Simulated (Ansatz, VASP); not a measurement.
# Two plane-wave programs on LiH

The input INCAR:

```
SYSTEM = LiH
PREC = Accurate ; ENCUT = 520
EDIFF = 1E-6 ; ISMEAR = 0
SIGMA = 0.05 ; LREAL = .FALSE.
LASPH = .TRUE. ; NELM = 100
ALGO = Normal ; ISIF = 2
LWAVE = .FALSE. ; LCHARG = .FALSE.
NBANDS = 9
```

The input KPOINTS:

```
regular mesh
0
G
  10 10 10
  0 0 0
```

The input POSCAR:

```
LiH
1.0
    0.0000000000      1.9918500000      2.0325000000
    2.0325000000      0.0000000000      2.0325000000
    2.0325000000      1.9918500000      0.0000000000
Li H
1 1
Direct
    0.0000000000      0.0000000000      0.0000000000
    0.5000000000      0.5000000000      0.5000000000
```

Input for Ansatz:

```yaml
crystal:
  lattice:
    - [0.0, 1.99185, 2.0325]
    - [2.0325, 0.0, 2.0325]
    - [2.0325, 1.99185, 0.0]
  atoms:
    - { symbol: Li, position: [0.0, 0.0, 0.0] }
    - { symbol: H, position: [0.5, 0.5, 0.5] }
basis:
  ecutwfc: 420
kpoints:
  mp_grid: { grid: [10, 10, 10] }
hamiltonian:
  xc: lda
scf:
  occupations: { method: gaussian, width: 0.05 }
output:
  forces: true
  stress: true
  eigenvalues: true
```

Change from the starting cell: strain -0.0200 x Voigt [0, 1, 0, 0, 0, 0], atoms carried along.

Alike in both runs: task single point; functional LDA; k mesh 10 × 10 × 10; occupations gaussian, width 0.05 eV; no spin polarisation.

|  | VASP | Ansatz |
| --- | --- | --- |
| version | VASP 6.6.1 | Ansatz 0.2.0 |
| potentials or method | VASP PAW LDA potentials, release 64 (Li_sv, H), cutoff 520 eV | scalar-relativistic, plane waves, PAW |
| valence electrons in the cell | 4 | 4 |

Ansatz gave:

* gap on the k mesh at the Fermi level (eV): 2.44
* least direct gap on the mesh (eV): 2.60

Task: What did VASP give for the same quantities?

Result: gap on the k mesh at the Fermi level (eV): 2.43; least direct gap on the mesh (eV): 2.59.

LDA's correlation is that of Perdew and Zunger in VASP and of Perdew and Wang (1992) in Ansatz.

Noted on VASP's run: the cutoff is short for stress, so the pressure is rough.
